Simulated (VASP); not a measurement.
# Nb (P6/mmm) in VASP: notebook, part 2 of 2

VASP 6.6.1. Earlier steps stand in the parts before.

## (4) Single point, RPBE (19.58 Å³/atom)

This run uses another cell than the first one, of 19.58 Å³/atom.

The input, INCAR:

```
SYSTEM = Nb
PREC = Accurate ; ENCUT = 520
EDIFF = 1E-6 ; ISMEAR = -1
SIGMA = 0.1 ; LREAL = .FALSE.
LASPH = .TRUE. ; NELM = 100
ALGO = Normal ; ISIF = 2
LWAVE = .FALSE. ; LCHARG = .TRUE.
GGA = RP ; LELF = .TRUE.
LVHAR = .TRUE. ; NBANDS = 26
```

The input, KPOINTS:

```
regular mesh
0
G
  8 8 13
  0 0 0
```

The input, POSCAR:

```
Nb
1.0
    4.9766154507      0.0000000000      0.0000000000
   -2.4883077253      4.3098754051      0.0000000000
    0.0000000000      0.0000000000      2.7389025409
Nb
3
Direct
    0.0000000000      1.0000000000      1.0000000000
    0.3333333333      0.6666666667      0.5000000000
    0.6666666667      0.3333333333      0.5000000000
```

Potentials or basis: VASP PAW PBE potentials, release 64 (Nb_sv).

Launch:

```bash
$ cat potpaw_PBE.64/Nb_sv/POTCAR > POTCAR
$ mpirun -np 1 vasp_std > vasp.out
```

OUTCAR:

```text
SYSTEM = Nb
   PREC = Accurate
   ENCUT = 520
   EDIFF = 1E-6
   ISMEAR = -1
   LREAL = .FALSE.
   LASPH = .TRUE.
   NELM = 100
   ISIF = 2
   GGA = RP

 ion  position               nearest neighbor table
   1  0.000  0.000  0.000-
   2  0.333  0.667  0.500-   3 2.87   3 2.87   3 2.87
   3  0.667  0.333  0.500-   2 2.87   2 2.87   2 2.87

  LATTYP: Found a hexagonal cell.
 ALAT       =     4.9766154507
 C/A-ratio  =     0.5503544664

  Lattice vectors:

 A1 = (   4.9766154507,   0.0000000000,   0.0000000000)
 A2 = (  -2.4883077253,   4.3098754051,   0.0000000000)
 A3 = (   0.0000000000,   0.0000000000,   2.7389025409)

Analysis of symmetry for initial positions (statically):
=====================================================================
 Subroutine PRICEL returns:
 Original cell was already a primitive cell.

 Routine SETGRP: Setting up the symmetry group for a
 hexagonal supercell.

 Subroutine GETGRP returns: Found 24 space group operations
 (whereof 24 operations were pure point group operations)
 out of a pool of 24 trial point group operations.

The static configuration has the point symmetry D_6h.

Analysis of symmetry for dynamics (positions and initial velocities):
=====================================================================
 Subroutine PRICEL returns:
 Original cell was already a primitive cell.

 Routine SETGRP: Setting up the symmetry group for a
 hexagonal supercell.

 Subroutine GETGRP returns: Found 24 space group operations
 (whereof 24 operations were pure point group operations)
 out of a pool of 24 trial point group operations.

The dynamic configuration has the point symmetry D_6h.

[... 111 lines left out ...]
   NELECT =      39.0000    total number of electrons
   NUPDOWN=      -1.0000    fix difference up-down
   EMIN   =  10.00;   EMAX   =-10.00  energy-range for DOS
   EFERMI =   0.00;   METHOD = LEGACY
   ISMEAR =    -1;   SIGMA  =   0.10  broadening in eV -4-tet -1-fermi 0-gaus
   EFERMI_NEDOS =   21; number of points for ismear=-14 and -15
   IALGO  =     38    algorithm
   IMIX   =      4    mixing-type and parameters
     AMIX     =   0.40;   BMIX     =  1.00
     AMIX_MAG =   1.60;   BMIX_MAG =  1.00
  volume/ion in A,a.u.               =      19.58       132.14
  Fermi-wavevector in a.u.,A,eV,Ry     =   1.428142  2.698796 27.750282  2.039588
  Thomas-Fermi vector in A             =   2.548235
   LORBIT       =      0    0 simple, 1 ext, 2 COOP (PROOUT), +10 PAW based schemes
   GGA     = RP    functional components
   LHFCALC =     F    Hartree Fock is set to
   AEXX    =    0.0000 exact exchange contribution
   IVDW    =     0    specifies the selected vdW correction
   LEPSILON=     F    determine dielectric tensor
   LRPA    =     F    only Hartree local field effects (RPA)
 non-spin polarized calculation
  energy-cutoff  :      520.00
  volume of cell :       58.75
 maximum number of plane-waves:      1600
 NGX is ok and might be reduce to    40
   NGX = 19   NGY = 19   NGZ = 11

 number of electron      38.9999997 magnetization

 Free energy of the ion-electron system (eV)
  ---------------------------------------------------
  ext. energy  EPLUGINS =         0.00000000
  ---------------------------------------------------
  free energy    TOTEN  =       -28.52583465 eV

  energy without entropy =      -28.41820610  energy(sigma->0) =      -28.47202037

 E-fermi :  10.3384     XC(G=0): -11.9904

 val. band max:       10.3042898081   @ k =   0.3750   0.0000   0.2308
 cond. band min:      10.3637285893   @ k =   0.0000   0.0000   0.4615
 fundamental gap:      0.0594387812
 Fermi energy:        10.3383736997

 k-point     1 :       0.0000    0.0000    0.0000
  band No.  band energies     occupation
      1     -44.4207      2.00000
      2     -44.2905      2.00000
      3     -44.2278      2.00000
      4     -20.6853      2.00000
      5     -20.6853      2.00000
      6     -20.5270      2.00000
[... 685 lines left out ...]
     25      13.0689      0.00000
     26      13.8882      0.00000

 [... further k-points ...]

------------------------ aborting loop because EDIFF is reached ----------------------------------------

  FORCE on cell =-STRESS in cart. coord.  units (eV):
  Direction    XX          YY          ZZ          XY          YZ          ZX
  --------------------------------------------------------------------------------------
  -------------------------------------------------------------------------------------
  Total       -2.0005814     -2.0005814     -2.5637221     -0.0000000     -0.0000000     -0.0000000
  in kB      -54.5621444    -54.5621444    -69.9207609     -0.0000000     -0.0000000     -0.0000000
  external PRESSURE =     -59.6816832 kB  Pullay stress =       0.0000000 kB

 VOLUME and BASIS-vectors are now :
 -----------------------------------------------------------------------------
  energy-cutoff  :      520.00
  volume of cell :       58.75
      direct lattice vectors                 reciprocal lattice vectors
     4.976615451  0.000000000  0.000000000     0.200939777  0.116012634  0.000000000
    -2.488307725  4.309875405  0.000000000     0.000000000  0.232025269  0.000000000
     0.000000000  0.000000000  2.738902541     0.000000000  0.000000000  0.365109742

 POSITION                                       TOTAL-FORCE (eV/Angst)
 -----------------------------------------------------------------------------------
      0.00000      0.00000      0.00000         0.000000      0.000000      0.000000
     -0.00000      2.87325      1.36945         0.000000      0.000000      0.000000
      2.48831      1.43663      1.36945        -0.000000      0.000000     -0.000000
 -----------------------------------------------------------------------------------
    total drift:                                0.000000     -0.000000      0.000000

  FREE ENERGIE OF THE ION-ELECTRON SYSTEM (eV)
  ---------------------------------------------------
  free  energy   TOTEN  =       -28.5258346477 eV

  energy  without entropy=      -28.4182060975  energy(sigma->0) =      -28.47202037
```

Wall time 50 s (1 thread of AMD EPYC 9R45 (Zen 5), shared host); peak memory 0.19 GiB.

What came out:

- Free energy: -28.5258 eV
- Pressure: -6.0 GPa
- Band gap on the k mesh: zero (an odd number of electrons rules out a gap without spin polarisation)

Levels at points of the mesh, in eV from the Fermi level:
```csv
k point,band 18,band 19,band 20,band 21,band 22,band 23
"(0.00, 0.00, 0.00)",-1.17,-1.17,-0.91,0.61,0.61,2.73
"(0.50, 0.00, 0.00)",-1.41,-0.91,-0.82,1.23,1.86,2.80
```

Caveat: the cell stands under tension; the PAW data sets were made with another functional, which shifts forces and pressure a little.

## (5) Single point, RPBE (20.34 Å³/atom)

This run uses another cell than the first one, of 20.34 Å³/atom.

The input, INCAR:

```
SYSTEM = Nb
ALGO = Normal
EDIFF = 1E-6
ENCUT = 520
GGA = RP
ISIF = 2
ISMEAR = -1
LASPH = .TRUE.
LCHARG = .FALSE.
LREAL = .FALSE.
LWAVE = .FALSE.
NBANDS = 26
NELM = 60
PREC = Accurate
SIGMA = 0.1
```

The input, KPOINTS:

```
k-points
0
G
  8 8 13
  0 0 0
```

The input, POSCAR:

```
Nb
1.0
    5.0396172711      0.0000000000      0.0000000000
   -2.5198086356      4.3644365822      0.0000000000
    0.0000000000      0.0000000000      2.7735758742
Nb
3
Direct
    0.0000000000      1.0000000000      1.0000000000
    0.3333333333      0.6666666667      0.5000000000
    0.6666666667      0.3333333333      0.5000000000
```

Potentials or basis: VASP PAW PBE potentials, release 64 (Nb_sv).

Launch:

```bash
$ cat potpaw_PBE.64/Nb_sv/POTCAR > POTCAR
$ mpirun -np 1 vasp_std > vasp.out
```

OUTCAR:

```text
SYSTEM = Nb
   EDIFF = 1E-6
   ENCUT = 520
   GGA = RP
   ISIF = 2
   ISMEAR = -1
   LASPH = .TRUE.
   LREAL = .FALSE.
   NELM = 60
   PREC = Accurate

 ion  position               nearest neighbor table
   1  0.000  0.000  0.000-
   2  0.333  0.667  0.500-   3 2.91   3 2.91   3 2.91
   3  0.667  0.333  0.500-   2 2.91   2 2.91   2 2.91

  LATTYP: Found a hexagonal cell.
 ALAT       =     5.0396172711
 C/A-ratio  =     0.5503544664

  Lattice vectors:

 A1 = (   5.0396172711,   0.0000000000,   0.0000000000)
 A2 = (  -2.5198086356,   4.3644365822,   0.0000000000)
 A3 = (   0.0000000000,   0.0000000000,   2.7735758742)

Analysis of symmetry for initial positions (statically):
=====================================================================
 Subroutine PRICEL returns:
 Original cell was already a primitive cell.

 Routine SETGRP: Setting up the symmetry group for a
 hexagonal supercell.

 Subroutine GETGRP returns: Found 24 space group operations
 (whereof 24 operations were pure point group operations)
 out of a pool of 24 trial point group operations.
[... 161 lines left out ...]
  free energy    TOTEN  =       -28.40929699 eV

  energy without entropy =      -28.29554660  energy(sigma->0) =      -28.35242180

 E-fermi :   9.8564     XC(G=0): -11.8006

 val. band max:        9.8485171711   @ k =   0.2500   0.1250   0.0769
 cond. band min:       9.8806920266   @ k =   0.1250  -0.0000   0.1538
 fundamental gap:      0.0321748555
 Fermi energy:         9.8563781712

 k-point     1 :       0.0000    0.0000    0.0000
  band No.  band energies     occupation
      1     -44.9633      2.00000
      2     -44.8577      2.00000
      3     -44.7924      2.00000
      4     -21.1910      2.00000
      5     -21.1910      2.00000
      6     -21.0602      2.00000
[... 685 lines left out ...]
     25      12.4780      0.00000
     26      13.2493      0.00000

 [... further k-points ...]

------------------------ aborting loop because EDIFF is reached ----------------------------------------

  FORCE on cell =-STRESS in cart. coord.  units (eV):
  Direction    XX          YY          ZZ          XY          YZ          ZX
  --------------------------------------------------------------------------------------
  -------------------------------------------------------------------------------------
  Total       -3.7857204     -3.7857204     -4.5581716      0.0000000      0.0000000      0.0000000
  in kB      -99.4244778    -99.4244778   -119.7113870      0.0000000      0.0000000      0.0000000
  external PRESSURE =    -106.1867809 kB  Pullay stress =       0.0000000 kB

 VOLUME and BASIS-vectors are now :
 -----------------------------------------------------------------------------
  energy-cutoff  :      520.00
  volume of cell :       61.01
      direct lattice vectors                 reciprocal lattice vectors
     5.039617271  0.000000000  0.000000000     0.198427767  0.114562325  0.000000000
    -2.519808636  4.364436582  0.000000000     0.000000000  0.229124649  0.000000000
     0.000000000  0.000000000  2.773575874     0.000000000  0.000000000  0.360545392

 POSITION                                       TOTAL-FORCE (eV/Angst)
 -----------------------------------------------------------------------------------
      0.00000      0.00000      0.00000        -0.000000      0.000000     -0.000000
     -0.00000      2.90962      1.38679         0.000000     -0.000000      0.000000
      2.51981      1.45481      1.38679        -0.000000      0.000000     -0.000000
 -----------------------------------------------------------------------------------
    total drift:                                0.000000     -0.000000      0.000000

  FREE ENERGIE OF THE ION-ELECTRON SYSTEM (eV)
  ---------------------------------------------------
  free  energy   TOTEN  =       -28.4092969927 eV

  energy  without entropy=      -28.2955466048  energy(sigma->0) =      -28.35242180
```

OSZICAR:

```text
N       E                     dE             d eps       ncg     rms          rms(c)
DAV:   1     0.489031971898E+03    0.48903E+03   -0.21630E+04  3640   0.154E+03
DAV:   2     0.770704549272E+01   -0.48132E+03   -0.47362E+03  4168   0.629E+02
DAV:   3    -0.277462703105E+02   -0.35453E+02   -0.34487E+02  7078   0.122E+02
DAV:   4    -0.297459079171E+02   -0.19996E+01   -0.19618E+01  5696   0.249E+01
DAV:   5    -0.298422942911E+02   -0.96386E-01   -0.96062E-01  6184   0.593E+00    0.104E+01
DAV:   6    -0.285347664651E+02    0.13075E+01   -0.28605E+00  5382   0.141E+01    0.350E+00
DAV:   7    -0.284012188465E+02    0.13355E+00   -0.11727E+00  6944   0.845E+00    0.193E+00
DAV:   8    -0.284017302544E+02   -0.51141E-03   -0.16241E-01  6188   0.296E+00    0.150E+00
DAV:   9    -0.284099585629E+02   -0.82283E-02   -0.60635E-02  5298   0.226E+00    0.210E-01
DAV:  10    -0.284092851881E+02    0.67337E-03   -0.69005E-03  5918   0.729E-01    0.577E-02
DAV:  11    -0.284092974997E+02   -0.12312E-04   -0.40189E-04  6522   0.159E-01    0.232E-02
DAV:  12    -0.284093005055E+02   -0.30058E-05   -0.40929E-05  6348   0.555E-02    0.839E-03
DAV:  13    -0.284092974152E+02    0.30902E-05   -0.57361E-06  4718   0.278E-02    0.213E-03
DAV:  14    -0.284092969927E+02    0.42253E-06   -0.31346E-07  2884   0.589E-03
   1 F= -.28409297E+02 E0= -.28352422E+02  d E =-.113750E+00
```

Wall time 55 s (1 thread of AMD EPYC 9R45 (Zen 5), shared host); peak memory 0.2 GiB.

What came out:

```yaml
Free_energy: -28.4093 eV
Pressure: -10.6 GPa
Band_gap_on_the_k_mesh: zero (an odd number of electrons rules out a gap without spin polarisation)
```

Levels at points of the mesh, in eV from the Fermi level:
```tsv
k point	band 18	band 19	band 20	band 21	band 22	band 23
(0.00, 0.00, 0.00)	-1.14	-1.14	-0.87	0.60	0.60	2.62
(0.50, 0.00, 0.00)	-1.33	-0.85	-0.79	1.10	1.79	2.66
```

Caveat: the cell stands under tension; the PAW data sets were made with another functional, which shifts forces and pressure a little.

## (6) The runs side by side

```csv
cell,gap on the mesh (eV),pressure (GPa)
"a = 4.846, b = 4.846, c = 2.667 Å, angles 90.0, 90.0, 120.0°, 3 atoms",none,6.5
"a = 4.912, b = 4.912, c = 2.703 Å, angles 90.0, 90.0, 120.0°, 3 atoms",none,-0.3
"a = 4.977, b = 4.977, c = 2.739 Å, angles 90.0, 90.0, 120.0°, 3 atoms",none,-6.0
"a = 5.040, b = 5.040, c = 2.774 Å, angles 90.0, 90.0, 120.0°, 3 atoms",none,-10.6
```

Alike in all rows: task single point; level RPBE; potentials or basis VASP PAW PBE potentials, release 64 (Nb_sv); no spin polarisation; k mesh 8 × 8 × 13; cutoff (eV) 520; smearing fermi-dirac 0.1 eV.

Caveats: the PAW data sets were made with another functional, which shifts forces and pressure a little; the cell stands under tension (at least some runs); the cell stands under pressure (at least some runs).

Absolute energies hang on the potentials; compare differences alone.

The gap in the log of VASP goes by the Fermi energy; the results here count the filled bands.